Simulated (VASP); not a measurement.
# MgF2: single point with PBE

Crystal: MgF2.

```xyz
6
Lattice="4.5931 0.0000 0.0000 0.0000 4.5931 0.0000 0.0000 0.0000 3.0413" Properties=species:S:1:pos:R:3 pbc="T T T"
Mg    0.0000    0.0000    0.0000
Mg    2.2965    2.2965    1.5207
F     1.3894    1.3894    0.0000
F     0.9071    3.6859    1.5207
F     3.2037    3.2037    0.0000
F     3.6859    0.9071    1.5207
```

- Program: VASP 6.6.1
- Task: single point
- Functional: PBE
- Potentials or basis: VASP PAW PBE potentials, release 64 (Mg, F)
- Cutoff: 600 eV
- k mesh: 6 × 6 × 8
- Occupations: gaussian, width 0.02 eV
- Spin: no spin polarisation
- Dipole correction: no
- Further INCAR settings: ALGO = Normal; EDIFF = 1e-06; NBANDS = 25

| Property | Result |
| --- | --- |
| Pressure | 5.4 GPa |
| Band gap on the k mesh | 7.21 eV |

Stress tensor (GPa, compression positive):
```
5.45 0.00 0.00
0.00 5.45 0.00
0.00 0.00 5.35
```

Levels at points of the mesh, in eV from the valence-band top:
| k point | band 12 | band 13 | band 14 | band 15 | band 16 | band 17 | band 18 | band 19 | band 20 | band 21 |
| --- | --- | --- | --- | --- | --- | --- | --- | --- | --- | --- |
| (0.00, 0.00, 0.00) | -1.25 | -0.73 | -0.32 | -0.32 | 0.00 | 7.21 | 12.36 | 12.36 | 13.81 | 14.60 |
| (0.50, 0.00, 0.00) | -1.41 | -0.99 | -0.99 | -0.38 | -0.38 | 9.64 | 9.64 | 13.62 | 13.62 | 15.71 |
| (0.50, 0.50, 0.00) | -1.30 | -0.97 | -0.97 | -0.79 | -0.79 | 11.39 | 11.39 | 11.42 | 11.42 | 17.56 |
| (0.00, 0.00, 0.50) | -1.46 | -1.19 | -1.19 | -0.87 | -0.87 | 11.97 | 11.97 | 15.07 | 15.07 | 15.56 |
| (0.50, 0.00, 0.50) | -1.39 | -0.74 | -0.74 | -0.68 | -0.68 | 12.88 | 12.88 | 13.62 | 13.62 | 15.94 |
| (0.50, 0.50, 0.50) | -1.42 | -0.62 | -0.62 | -0.48 | -0.48 | 13.43 | 13.43 | 13.48 | 13.48 | 14.76 |

Wall time 2.1 min on 1 thread of Intel Xeon 8259CL, with other jobs on the host, peak memory 0.23 GiB.

Caveat: the cell stands under pressure. A k mesh can miss the band edges.
